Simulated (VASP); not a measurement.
# MgO (Fm-3m) in VASP: single point with r2SCAN

Aim: the single point of MgO with r2SCAN.

Program: VASP 6.6.1. These are calculated values, not measurements. Logs are shortened: lines on timing, memory, paths and dates and some standing lists are left out, and cuts for length are marked.

**Experimental background.**

From “Electronic structure of alkaline earth and post-transition metal oxides”, 2009, arxiv:0908.1581, for a bulk crystal of MgO: band gap 7.83 eV.

The runs below are set against these values where they give the same quantity.

## 1. The cell of the first run

It takes space group Fm-3m (No. 225, cubic). The conventional cell has a = 4.213 Å, b = 4.213 Å, c = 4.213 Å, α = 90.00°, β = 90.00°, γ = 90.00°. Within 2.8 Å of Mg (site symmetry m-3m) lie 6 O at 2.11 Å. O (site symmetry m-3m) has 6 Mg at 2.11 Å within 2.8 Å.

## 2. Single point, r2SCAN

POSCAR

```
MgO
1.0
    0.0000000000      2.1065500000      2.1065500000
    2.1065500000      0.0000000000      2.1065500000
    2.1065500000      2.1065500000      0.0000000000
Mg O
1 1
Direct
    0.0000000000      0.0000000000      0.0000000000
    0.5000000000      0.5000000000      0.5000000000
```

INCAR.step1

```
SYSTEM = MgO
ALGO = Normal
EDIFF = 1E-5
ENCUT = 920
GGA = PE
GGA_COMPAT = .False.
ISMEAR = -1
LASPH = .True.
LCHARG = .False.
LREAL = .False.
LWAVE = .True.
NBANDS = 15
NELM = 120
PREC = Accurate
SIGMA = 0.1
```

INCAR.step2

```
SYSTEM = MgO
ALGO = Normal
EDIFF = 1E-6
ENCUT = 920
GGA_COMPAT = .False.
ISIF = 2
ISMEAR = -1
ISTART = 1
LASPH = .True.
LCHARG = .False.
LMIXTAU = .True.
LREAL = .False.
LWAVE = .False.
METAGGA = R2SCAN
NBANDS = 15
NELM = 120
PREC = Accurate
SIGMA = 0.1
```

KPOINTS

```
k-points
0
Gamma
  8 8 8
  0 0 0
```

Potentials or basis: VASP PAW PBE potentials, release 64 (Mg_sv, O).

Started as:

```console
$ cat potpaw_PBE.64/Mg_sv/POTCAR potpaw_PBE.64/O/POTCAR > POTCAR
$ cp INCAR.step1 INCAR
$ mpirun -np 1 vasp_std > vasp.out
$ cp INCAR.step2 INCAR
$ mpirun -np 1 vasp_std > vasp.out
```

OUTCAR:

```text
SYSTEM = MgO
   EDIFF = 1E-6
   ENCUT = 920
   ISIF = 2
   ISMEAR = -1
   ISTART = 1
   LASPH = .True.
   LREAL = .False.
   METAGGA = R2SCAN
   NELM = 120
   PREC = Accurate

 ion  position               nearest neighbor table
   1  0.000  0.000  0.000-   2 2.11   2 2.11   2 2.11   2 2.11   2 2.11   2 2.11
   2  0.500  0.500  0.500-   1 2.11   1 2.11   1 2.11   1 2.11   1 2.11   1 2.11

  LATTYP: Found a face centered cubic cell.
 ALAT       =     4.2131000000

  Lattice vectors:

 A1 = (   0.0000000000,   2.1065500000,   2.1065500000)
 A2 = (   2.1065500000,   0.0000000000,   2.1065500000)
 A3 = (   2.1065500000,   2.1065500000,   0.0000000000)

Analysis of symmetry for initial positions (statically):
=====================================================================
 Subroutine PRICEL returns:
 Original cell was already a primitive cell.

 Routine SETGRP: Setting up the symmetry group for a
 face centered cubic supercell.

 Subroutine GETGRP returns: Found 48 space group operations
 (whereof 48 operations were pure point group operations)
 out of a pool of 48 trial point group operations.

The static configuration has the point symmetry O_h .

Analysis of symmetry for dynamics (positions and initial velocities):
=====================================================================
 Subroutine PRICEL returns:
 Original cell was already a primitive cell.

 Routine SETGRP: Setting up the symmetry group for a
 face centered cubic supercell.

 Subroutine GETGRP returns: Found 48 space group operations
 (whereof 48 operations were pure point group operations)
 out of a pool of 48 trial point group operations.

The dynamic configuration has the point symmetry O_h .

 Subroutine INISYM returns: Found 48 space group operations
 (whereof 48 operations are pure point group operations),
 and found     1 'primitive' translations

----------------------------------------------------------------------------------------

                                     Primitive cell

  volume of cell :      18.6959

  direct lattice vectors                    reciprocal lattice vectors
     0.000000000  2.106550000  2.106550000    -0.237354917  0.237354917  0.237354917
     2.106550000  0.000000000  2.106550000     0.237354917 -0.237354917  0.237354917
     2.106550000  2.106550000  0.000000000     0.237354917  0.237354917 -0.237354917

  length of vectors
     2.979111580  2.979111580  2.979111580     0.411110775  0.411110775  0.411110775

  position of ions in fractional coordinates (direct lattice)
     0.000000000  0.000000000  0.000000000
     0.500000000  0.500000000  0.500000000

  ion indices of the primitive-cell ions
   primitive index   ion index
                 1           1
                 2           2

----------------------------------------------------------------------------------------

 KPOINTS: k-points

Automatic generation of k-mesh.
 Grid dimensions read from file:
 generate k-points for:    8    8    8

 Generating k-lattice:

  Cartesian coordinates                     Fractional coordinates (reciprocal lattice)
    -0.029669365  0.029669365  0.029669365     0.125000000  0.000000000  0.000000000
     0.029669365 -0.029669365  0.029669365     0.000000000  0.125000000  0.000000000
     0.029669365  0.029669365 -0.029669365     0.000000000  0.000000000  0.125000000

  Length of vectors
     0.051388847  0.051388847  0.051388847

  Shift w.r.t. Gamma in fractional coordinates (k-lattice)
     0.000000000  0.000000000  0.000000000

 Subroutine IBZKPT returns following result:
 ===========================================

 Found     29 irreducible k-points:

 Following reciprocal coordinates:
            Coordinates               Weight
  0.000000  0.000000  0.000000      1.000000
  0.125000  0.000000  0.000000      8.000000
  0.250000  0.000000  0.000000      8.000000
  0.375000  0.000000  0.000000      8.000000
  0.500000  0.000000  0.000000      4.000000
  0.125000  0.125000  0.000000      6.000000
[... 16 lines left out ...]
  0.500000  0.250000  0.125000     48.000000
 -0.375000  0.250000  0.125000     24.000000
 [... further k-points ...]
   k-points           NKPTS =     29   k-points in BZ     NKDIM =     29   number of bands    NBANDS=     15
   number of dos      NEDOS =    301   number of ions     NIONS =      2
   total plane-waves  NPLWV =  27000
   dimension x,y,z NGX =    30 NGY =   30 NGZ =   30
   dimension x,y,z NGXF=    60 NGYF=   60 NGZF=   60
   ions per type =               1   1
   NGX,Y,Z   is equivalent  to a cutoff of  16.74, 16.74, 16.74 a.u.
   NGXF,Y,Z  is equivalent  to a cutoff of  33.48, 33.48, 33.48 a.u.
 SYSTEM =  MgO
   PREC   = accura    normal or accurate (medium, high low for compatibility)
   ISTART =      1    job   : 0-new  1-cont  2-samecut
   ICHARG =      0    charge: 1-file 2-atom 10-const
   ISPIN  =      1    spin polarized calculation?
   LNONCOLLINEAR =      F non collinear calculations
   LSORBIT =      F    spin-orbit coupling
   LASPH  =      T    aspherical Exc in radial PAW
   ENCUT  =  920.0 eV  67.62 Ry    8.22 a.u.   7.37  7.37  7.37*2*pi/ulx,y,z
   NELM   =    120;   NELMIN=  2; NELMDL=  0     # of ELM steps
   EDIFF  = 0.1E-05   stopping-criterion for ELM
   LREAL  =      F    real-space projection
   EDIFFG = 0.1E-04   stopping-criterion for IOM
   NSW    =      0    number of steps for IOM
   IBRION =     -1    ionic relax: 0-MD 1-quasi-New 2-CG
   NFREE  =      0    steps in history (QN), initial steepest desc. (CG)
   ISIF   =      2    stress and relaxation
   ISYM   =      2    0-nonsym 1-usesym 2-fastsym
   POTIM  = 0.5000    time-step for ionic-motion
   TEBEG  =    0.0;   TEEND  =   0.0 temperature during run
   PSTRESS=    0.0 pullay stress
   NELECT =      16.0000    total number of electrons
   NUPDOWN=      -1.0000    fix difference up-down
   EMIN   =  10.00;   EMAX   =-10.00  energy-range for DOS
   EFERMI =   0.00;   METHOD = LEGACY
   ISMEAR =    -1;   SIGMA  =   0.10  broadening in eV -4-tet -1-fermi 0-gaus
   EFERMI_NEDOS =   21; number of points for ismear=-14 and -15
   IALGO  =     38    algorithm
   IMIX   =      4    mixing-type and parameters
     AMIX     =   0.40;   BMIX     =  1.00
     AMIX_MAG =   1.60;   BMIX_MAG =  1.00
  volume/ion in A,a.u.               =       9.35        63.08
  Fermi-wavevector in a.u.,A,eV,Ry     =   1.554294  2.937189 32.869343  2.415829
  Thomas-Fermi vector in A             =   2.658401
   LORBIT       =      0    0 simple, 1 ext, 2 COOP (PROOUT), +10 PAW based schemes
   METAGGA = R2SCAN    functional components
   LHFCALC =     F    Hartree Fock is set to
   AEXX    =    0.0000 exact exchange contribution
   IVDW    =     0    specifies the selected vdW correction
   LEPSILON=     F    determine dielectric tensor
   LRPA    =     F    only Hartree local field effects (RPA)
 non-spin polarized calculation
  energy-cutoff  :      920.00
  volume of cell :       18.70
 maximum number of plane-waves:      1243
 NGX is ok and might be reduce to    30
   NGX = 15   NGY = 15   NGZ = 15

 number of electron      15.9999998 magnetization

 Free energy of the ion-electron system (eV)
  ---------------------------------------------------
  ext. energy  EPLUGINS =         0.00000000
  ---------------------------------------------------
  free energy    TOTEN  =       -16.15483421 eV

  energy without entropy =      -16.15483421  energy(sigma->0) =      -16.15483421

 E-fermi :   4.6299     XC(G=0): -12.0371

 val. band max:        2.5004059473   @ k =   0.0000   0.0000   0.0000
 cond. band min:       8.1384666982   @ k =   0.0000   0.0000   0.0000
 fundamental gap:      5.6380607510
 Fermi energy:         4.6298569529

 k-point     1 :       0.0000    0.0000    0.0000
  band No.  band energies     occupation
      1     -72.4740      2.00000
      2     -37.5604      2.00000
      3     -37.5604      2.00000
      4     -37.5604      2.00000
      5     -15.6831      2.00000
      6       2.5004      2.00000
      7       2.5004      2.00000
      8       2.5004      2.00000
      9       8.1385      0.00000
     10      19.3581      0.00000
     11      19.3581      0.00000
     12      19.3581      0.00000
     13      23.4616      0.00000
     14      25.2938      0.00000
     15      25.2938      0.00000

 k-point     2 :       0.1250    0.0000    0.0000
  band No.  band energies     occupation
      1     -72.4727      2.00000
      2     -37.5730      2.00000
      3     -37.5616      2.00000
      4     -37.5616      2.00000
      5     -15.5186      2.00000
      6       1.5788      2.00000
      7       2.3944      2.00000
      8       2.3944      2.00000
      9       9.0364      0.00000
     10      17.6790      0.00000
     11      19.7386      0.00000
     12      19.7386      0.00000
     13      24.3653      0.00000
     14      24.3653      0.00000
     15      25.7333      0.00000

 k-point     3 :       0.2500    0.0000    0.0000
  band No.  band energies     occupation
      1     -72.4697      2.00000
      2     -37.6031      2.00000
      3     -37.5645      2.00000
      4     -37.5645      2.00000
      5     -15.0945      2.00000
      6      -0.1251      2.00000
      7       2.1497      2.00000
      8       2.1497      2.00000
      9      10.5139      0.00000
     10      16.1500      0.00000
     11      20.2959      0.00000
     12      20.2959      0.00000
     13      23.9729      0.00000
     14      23.9729      0.00000
     15      26.1025      0.00000

 k-point     4 :       0.3750    0.0000    0.0000
  band No.  band energies     occupation
      1     -72.4668      2.00000
      2     -37.6330      2.00000
      3     -37.5674      2.00000
      4     -37.5674      2.00000
      5     -14.6223      2.00000
      6      -1.5428      2.00000
      7       1.9188      2.00000
      8       1.9188      2.00000
      9      11.2369      0.00000
     10      16.0432      0.00000
     11      20.1657      0.00000
     12      20.1657      0.00000
     13      25.3138      0.00000
     14      25.3560      0.00000
     15      25.3560      0.00000
[... 307 lines left out ...]
 k-point    22 :       0.3750    0.2500    0.1250
  band No.  band energies     occupation
      1     -72.4676      2.00000
      2     -37.6088      2.00000
      3     -37.5794      2.00000
      4     -37.5689      2.00000
      5     -14.8010      2.00000
      6      -0.4893      2.00000
      7       1.3485      2.00000
      8       1.8732      2.00000
      9      11.9699      0.00000
     10      14.9905      0.00000
     11      18.8379      0.00000
     12      21.3500      0.00000
     13      21.8227      0.00000
     14      26.3578      0.00000
     15      29.9867      0.00000

 k-point    23 :       0.5000    0.2500    0.1250
  band No.  band energies     occupation
      1     -72.4653      2.00000
      2     -37.6245      2.00000
      3     -37.5870      2.00000
      4     -37.5730      2.00000
      5     -14.4371      2.00000
      6      -1.1845      2.00000
      7       0.7766      2.00000
      8       1.6175      2.00000
      9      12.9870      0.00000
     10      15.2231      0.00000
     11      17.6684      0.00000
     12      20.9457      0.00000
     13      23.4793      0.00000
     14      26.3485      0.00000
     15      30.1832      0.00000

 k-point    24 :      -0.3750    0.2500    0.1250
  band No.  band energies     occupation
      1     -72.4643      2.00000
      2     -37.6313      2.00000
      3     -37.5890      2.00000
      4     -37.5756      2.00000
      5     -14.2767      2.00000
      6      -1.4777      2.00000
      7       0.5696      2.00000
      8       1.4971      2.00000
      9      13.1459      0.00000
     10      15.8531      0.00000
     11      17.2283      0.00000
     12      20.6864      0.00000
     13      24.3113      0.00000
     14      26.0567      0.00000
     15      30.3212      0.00000

 [... further k-points ...]
[... 5 lines left out ...]
  --------------------------------------------------------------------------------------
  -------------------------------------------------------------------------------------
  Total       -0.0621461     -0.0621461     -0.0621461      0.0000000     -0.0000000     -0.0000000
  in kB       -5.3257275     -5.3257275     -5.3257275      0.0000000     -0.0000000     -0.0000000
  external PRESSURE =      -5.3257275 kB  Pullay stress =       0.0000000 kB

 VOLUME and BASIS-vectors are now :
 -----------------------------------------------------------------------------
  energy-cutoff  :      920.00
  volume of cell :       18.70
      direct lattice vectors                 reciprocal lattice vectors
     0.000000000  2.106550000  2.106550000    -0.237354917  0.237354917  0.237354917
     2.106550000  0.000000000  2.106550000     0.237354917 -0.237354917  0.237354917
     2.106550000  2.106550000  0.000000000     0.237354917  0.237354917 -0.237354917

 POSITION                                       TOTAL-FORCE (eV/Angst)
 -----------------------------------------------------------------------------------
      0.00000      0.00000      0.00000         0.000000      0.000000      0.000000
      2.10655      2.10655      2.10655        -0.000000     -0.000000     -0.000000
 -----------------------------------------------------------------------------------
    total drift:                                0.000000      0.000000      0.000000

  FREE ENERGIE OF THE ION-ELECTRON SYSTEM (eV)
  ---------------------------------------------------
  free  energy   TOTEN  =       -16.1548342105 eV

  energy  without entropy=      -16.1548342104  energy(sigma->0) =      -16.15483421
```

Wall time 50 s (1 thread of AMD EPYC 9R45 (Zen 5), shared host); peak memory 0.14 GiB.

Results:

- Free energy: -16.1548 eV
- Pressure: -0.5 GPa
- Band gap on the k mesh: 5.64 eV

Levels at points of the mesh, in eV from the valence-band top:
```
           k point  band 4  band 5  band 6  band 7  band 8  band 9  band 10  band 11  band 12  band 13
(0.00, 0.00, 0.00)  -40.06  -18.18    0.00    0.00    0.00    5.64    16.86    16.86    16.86    20.96
(0.50, 0.00, 0.00)  -40.07  -16.91   -4.59   -0.67   -0.67    8.83    13.83    17.50    17.50    22.49
(0.50, 0.50, 0.00)  -40.09  -16.70   -4.07   -1.36   -1.36   10.04    11.15    14.31    20.45    20.45
```

Caveat: the PAW data sets were made with another functional, which shifts forces and pressure a little.

## 3. Against experiment

Step 2. Measured gap of MgO: 7.83 eV (quoted in “Electronic structure of alkaline earth and post-transition metal oxides”, 2009, arxiv:0908.1581). This calculation gives 5.64 eV (-2.19 eV). The value is that of r2SCAN, without temperature or zero-point motion.
